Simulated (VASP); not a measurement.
# CuAu (P4/mmm) in VASP: a series of runs

CuAu is run at these levels: PBE; tasks: single point.

Everything below comes from runs of VASP 6.6.1. Logs are shortened: lines on timing, memory, paths and dates and some standing lists are left out, and cuts for length are marked.

## Step 1: The cell of the first run

Symmetry: P4/mmm, No. 123, tetragonal system. The conventional cell has a = 2.743 Å, b = 2.743 Å, c = 3.596 Å, α = 90.00°, β = 90.00°, γ = 90.00°. Cu (site symmetry 4/mmm) has 8 Au at 2.64 Å and 4 Cu at 2.74 Å within 3.5 Å. Au (site symmetry 4/mmm) has 8 Cu at 2.64 Å and 4 Au at 2.74 Å within 3.5 Å.

## Step 2: Single point, PBE (volume scaled by 0.9405)

INCAR

```
SYSTEM = CuAu
PREC = Accurate
ENCUT = 520
EDIFF = 1E-6
ISMEAR = -1
SIGMA = 0.05
LREAL = .False.
LASPH = .True.
NELM = 100
ALGO = Normal
ISIF = 2
LWAVE = .False.
LCHARG = .True.
GGA = PE
LELF = .True.
LVHAR = .True.
NBANDS = 18
```

KPOINTS

```
regular mesh
0
Gamma
  13 13 10
  0 0 0
```

POSCAR

```
CuAu
1.0
    2.7433273375      0.0000000000      0.0000000000
    0.0000000000      2.7433273375      0.0000000000
    0.0000000000      0.0000000000      3.5957183317
Cu Au
1 1
Direct
    0.5000000000      0.5000000000      0.5000000000
    0.0000000000      0.0000000000      0.0000000000
```

Potentials or basis: VASP PAW PBE potentials, release 64 (Cu, Au).

The run is started by

```sh
cat potpaw_PBE.64/Cu/POTCAR potpaw_PBE.64/Au/POTCAR > POTCAR
mpirun -np 1 vasp_std > vasp.out
```

OUTCAR:

```text
SYSTEM = CuAu
   PREC = Accurate
   ENCUT = 520
   EDIFF = 1E-6
   ISMEAR = -1
   LREAL = .False.
   LASPH = .True.
   NELM = 100
   ISIF = 2
   GGA = PE

 ion  position               nearest neighbor table
   1  0.500  0.500  0.500-   2 2.64   2 2.64   2 2.64   2 2.64   2 2.64   2 2.64   2 2.64   2 2.64

   2  0.000  0.000  0.000-   1 2.64   1 2.64   1 2.64   1 2.64   1 2.64   1 2.64   1 2.64   1 2.64

  LATTYP: Found a simple tetragonal cell.
 ALAT       =     2.7433273375
 C/A-ratio  =     1.3107142857

  Lattice vectors:

 A1 = (   2.7433273375,   0.0000000000,   0.0000000000)
 A2 = (   0.0000000000,   2.7433273375,   0.0000000000)
 A3 = (   0.0000000000,   0.0000000000,   3.5957183317)

Analysis of symmetry for initial positions (statically):
=====================================================================
 Subroutine PRICEL returns:
 Original cell was already a primitive cell.

 Routine SETGRP: Setting up the symmetry group for a
 simple tetragonal supercell.

 Subroutine GETGRP returns: Found 16 space group operations
 (whereof 16 operations were pure point group operations)
 out of a pool of 16 trial point group operations.

The static configuration has the point symmetry D_4h.

Analysis of symmetry for dynamics (positions and initial velocities):
=====================================================================
 Subroutine PRICEL returns:
 Original cell was already a primitive cell.

 Routine SETGRP: Setting up the symmetry group for a
 simple tetragonal supercell.

 Subroutine GETGRP returns: Found 16 space group operations
 (whereof 16 operations were pure point group operations)
 out of a pool of 16 trial point group operations.

The dynamic configuration has the point symmetry D_4h.

 Subroutine INISYM returns: Found 16 space group operations
 (whereof 16 operations are pure point group operations),
 and found     1 'primitive' translations

----------------------------------------------------------------------------------------

                                     Primitive cell

  volume of cell :      27.0608

  direct lattice vectors                    reciprocal lattice vectors
     2.743327337  0.000000000  0.000000000     0.364520845  0.000000000  0.000000000
     0.000000000  2.743327337  0.000000000     0.000000000  0.364520845  0.000000000
     0.000000000  0.000000000  3.595718332     0.000000000  0.000000000  0.278108547

  length of vectors
     2.743327337  2.743327337  3.595718332     0.364520845  0.364520845  0.278108547

  position of ions in fractional coordinates (direct lattice)
     0.500000000  0.500000000  0.500000000
     0.000000000  0.000000000  0.000000000

  ion indices of the primitive-cell ions
   primitive index   ion index
                 1           1
                 2           2

----------------------------------------------------------------------------------------

 KPOINTS: regular mesh

Automatic generation of k-mesh.
 Grid dimensions read from file:
 generate k-points for:   13   13   10

 Generating k-lattice:

  Cartesian coordinates                     Fractional coordinates (reciprocal lattice)
     0.028040065  0.000000000  0.000000000     0.076923077  0.000000000  0.000000000
     0.000000000  0.028040065  0.000000000     0.000000000  0.076923077  0.000000000
     0.000000000  0.000000000  0.027810855     0.000000000  0.000000000  0.100000000

  Length of vectors
     0.028040065  0.028040065  0.027810855

  Shift w.r.t. Gamma in fractional coordinates (k-lattice)
     0.000000000  0.000000000  0.000000000

 Subroutine IBZKPT returns following result:
 ===========================================

 Found    168 irreducible k-points:

 Following reciprocal coordinates:
            Coordinates               Weight
  0.000000  0.000000  0.000000      1.000000
  0.076923  0.000000  0.000000      4.000000
  0.153846  0.000000  0.000000      4.000000
  0.230769  0.000000  0.000000      4.000000
  0.307692  0.000000  0.000000      4.000000
  0.384615  0.000000  0.000000      4.000000
[... 16 lines left out ...]
  0.307692  0.307692  0.000000      4.000000
  0.384615  0.307692  0.000000      8.000000
 [... further k-points ...]
   k-points           NKPTS =    168   k-points in BZ     NKDIM =    168   number of bands    NBANDS=     18
   number of dos      NEDOS =    301   number of ions     NIONS =      2
   total plane-waves  NPLWV =  11200
   dimension x,y,z NGX =    20 NGY =   20 NGZ =   28
   dimension x,y,z NGXF=    40 NGYF=   40 NGZF=   56
   ions per type =               1   1
   NGX,Y,Z   is equivalent  to a cutoff of  12.12, 12.12, 12.95 a.u.
   NGXF,Y,Z  is equivalent  to a cutoff of  24.24, 24.24, 25.89 a.u.
 SYSTEM =  CuAu
   PREC   = accura    normal or accurate (medium, high low for compatibility)
   ISTART =      0    job   : 0-new  1-cont  2-samecut
   ICHARG =      2    charge: 1-file 2-atom 10-const
   ISPIN  =      1    spin polarized calculation?
   LNONCOLLINEAR =      F non collinear calculations
   LSORBIT =      F    spin-orbit coupling
   LASPH  =      T    aspherical Exc in radial PAW
   ENCUT  =  520.0 eV  38.22 Ry    6.18 a.u.   5.10  5.10  6.69*2*pi/ulx,y,z
   NELM   =    100;   NELMIN=  2; NELMDL= -5     # of ELM steps
   EDIFF  = 0.1E-05   stopping-criterion for ELM
   LREAL  =      F    real-space projection
   EDIFFG = 0.1E-04   stopping-criterion for IOM
   NSW    =      0    number of steps for IOM
   IBRION =     -1    ionic relax: 0-MD 1-quasi-New 2-CG
   NFREE  =      0    steps in history (QN), initial steepest desc. (CG)
   ISIF   =      2    stress and relaxation
   ISYM   =      2    0-nonsym 1-usesym 2-fastsym
   POTIM  = 0.5000    time-step for ionic-motion
   TEBEG  =    0.0;   TEEND  =   0.0 temperature during run
   PSTRESS=    0.0 pullay stress
   NELECT =      22.0000    total number of electrons
   NUPDOWN=      -1.0000    fix difference up-down
   EMIN   =  10.00;   EMAX   =-10.00  energy-range for DOS
   EFERMI =   0.00;   METHOD = LEGACY
   ISMEAR =    -1;   SIGMA  =   0.05  broadening in eV -4-tet -1-fermi 0-gaus
   EFERMI_NEDOS =   21; number of points for ismear=-14 and -15
   IALGO  =     38    algorithm
   IMIX   =      4    mixing-type and parameters
     AMIX     =   0.40;   BMIX     =  1.00
     AMIX_MAG =   1.60;   BMIX_MAG =  1.00
  volume/ion in A,a.u.               =      13.53        91.31
  Fermi-wavevector in a.u.,A,eV,Ry     =   1.527925  2.887360 31.763553  2.334555
  Thomas-Fermi vector in A             =   2.635754
   LORBIT       =      0    0 simple, 1 ext, 2 COOP (PROOUT), +10 PAW based schemes
   GGA     = PE    functional components
   LHFCALC =     F    Hartree Fock is set to
   AEXX    =    0.0000 exact exchange contribution
   IVDW    =     0    specifies the selected vdW correction
   LEPSILON=     F    determine dielectric tensor
   LRPA    =     F    only Hartree local field effects (RPA)
 non-spin polarized calculation
  energy-cutoff  :      520.00
  volume of cell :       27.06
 maximum number of plane-waves:       742
   NGX = 11   NGY = 11   NGZ = 13

 number of electron      21.9999973 magnetization

 Free energy of the ion-electron system (eV)
  ---------------------------------------------------
  ext. energy  EPLUGINS =         0.00000000
  ---------------------------------------------------
  free energy    TOTEN  =        -6.90354272 eV

  energy without entropy =       -6.89910749  energy(sigma->0) =       -6.90132510

 E-fermi :   9.8883     XC(G=0): -13.0999

 val. band max:        9.8817342917   @ k =   0.4615   0.1538   0.4000
 cond. band min:       9.8914988977   @ k =   0.4615   0.0769   0.4000
 fundamental gap:      0.0097646060
 Fermi energy:         9.8882647493

 k-point     1 :       0.0000    0.0000    0.0000
  band No.  band energies     occupation
      1      -0.6188      2.00000
      2       2.6361      2.00000
      3       2.8074      2.00000
      4       5.4923      2.00000
      5       5.4923      2.00000
      6       6.6887      2.00000
[... 10 lines left out ...]
     17      27.3933      0.00000
     18      27.5666      0.00000

 k-point     2 :       0.0769    0.0000    0.0000
  band No.  band energies     occupation
      1      -0.4713      2.00000
      2       2.7149      2.00000
      3       2.8936      2.00000
      4       5.3990      2.00000
      5       5.5288      2.00000
      6       6.6224      2.00000
[... 10 lines left out ...]
     17      27.4853      0.00000
     18      28.5985      0.00000

 k-point     3 :       0.1538    0.0000    0.0000
  band No.  band energies     occupation
      1      -0.0465      2.00000
      2       2.8873      2.00000
      3       3.1978      2.00000
      4       5.1331      2.00000
      5       5.6352      2.00000
      6       6.4330      2.00000
[... 10 lines left out ...]
     17      27.5577      0.00000
     18      29.9253      0.00000

 k-point     4 :       0.2308    0.0000    0.0000
  band No.  band energies     occupation
      1       0.6002      2.00000
      2       3.1122      2.00000
      3       3.7014      2.00000
      4       4.7524      2.00000
      5       5.8015      2.00000
      6       6.1570      2.00000
[... 10 lines left out ...]
     17      26.9610      0.00000
     18      29.2741      0.00000

 k-point     5 :       0.3077    0.0000    0.0000
  band No.  band energies     occupation
      1       1.3685      2.00000
      2       3.3885      2.00000
      3       4.2832      2.00000
      4       4.3569      2.00000
      5       5.8613      2.00000
      6       6.0095      2.00000
[... 10 lines left out ...]
     17      25.5394      0.00000
     18      28.3203      0.00000

 k-point     6 :       0.3846    0.0000    0.0000
  band No.  band energies     occupation
      1       2.0901      2.00000
      2       3.7058      2.00000
      3       4.0428      2.00000
      4       4.7518      2.00000
      5       5.6191      2.00000
      6       6.2250      2.00000
[... 307 lines left out ...]
 k-point    21 :       0.3846    0.2308    0.0000
  band No.  band energies     occupation
      1       2.8384      2.00000
      2       3.7686      2.00000
      3       3.8899      2.00000
      4       4.6126      2.00000
      5       4.6729      2.00000
      6       6.3289      2.00000
[... 10 lines left out ...]
     17      23.6755      0.00000
     18      24.4570      0.00000

 k-point    22 :       0.4615    0.2308    0.0000
  band No.  band energies     occupation
      1       3.1372      2.00000
      2       3.6806      2.00000
      3       3.7144      2.00000
      4       4.5789      2.00000
      5       4.7087      2.00000
      6       6.6703      2.00000
[... 10 lines left out ...]
     17      22.0753      0.00000
     18      23.6486      0.00000

 k-point    23 :       0.3077    0.3077    0.0000
  band No.  band energies     occupation
      1       2.6330      2.00000
      2       3.7076      2.00000
      3       4.0889      2.00000
      4       4.2508      2.00000
      5       5.2773      2.00000
      6       6.0557      2.00000
[... 10 lines left out ...]
     17      24.5662      0.00000
     18      24.8345      0.00000

 k-point    24 :       0.3846    0.3077    0.0000
  band No.  band energies     occupation
      1       2.6943      2.00000
      2       3.6970      2.00000
      3       3.8122      2.00000
      4       4.1191      2.00000
      5       5.6727      2.00000
      6       6.8863      2.00000
[... 10 lines left out ...]
     17      23.5318      0.00000
     18      23.7087      0.00000

 [... further k-points ...]
[... 5 lines left out ...]
  --------------------------------------------------------------------------------------
  -------------------------------------------------------------------------------------
  Total        3.2885696      3.2885696      3.1858040      0.0000000      0.0000000      0.0000000
  in kB      194.7048151    194.7048151    188.6204184      0.0000000      0.0000000      0.0000000
  external PRESSURE =     192.6766829 kB  Pullay stress =       0.0000000 kB

 VOLUME and BASIS-vectors are now :
 -----------------------------------------------------------------------------
  energy-cutoff  :      520.00
  volume of cell :       27.06
      direct lattice vectors                 reciprocal lattice vectors
     2.743327337  0.000000000  0.000000000     0.364520845  0.000000000  0.000000000
     0.000000000  2.743327337  0.000000000     0.000000000  0.364520845  0.000000000
     0.000000000  0.000000000  3.595718332     0.000000000  0.000000000  0.278108547

 POSITION                                       TOTAL-FORCE (eV/Angst)
 -----------------------------------------------------------------------------------
      1.37166      1.37166      1.79786         0.000000      0.000000      0.000000
      0.00000      0.00000      0.00000         0.000000      0.000000      0.000000
 -----------------------------------------------------------------------------------
    total drift:                               -0.000000      0.000000      0.000000

  FREE ENERGIE OF THE ION-ELECTRON SYSTEM (eV)
  ---------------------------------------------------
  free  energy   TOTEN  =        -6.9035427153 eV

  energy  without entropy=       -6.8991074941  energy(sigma->0) =       -6.90132510
```

Run time: 39 s. Hardware: 1 thread of Intel Xeon 6975P-C, shared host; peak memory 0.2 GiB.

What came out:

- Free energy: -6.9035 eV
- Pressure: 19.3 GPa
- Band gap on the k mesh: zero (band 11 reaches 14.58 eV, above the bottom of band 12 at 7.74 eV)

Stress tensor (GPa, compression positive):
```
19.47  0.00  0.00
 0.00 19.47  0.00
 0.00  0.00 18.86
```

Caveat: spin-orbit coupling is left out, which moves the levels of the heavy elements.

[end of part 1 of 2]
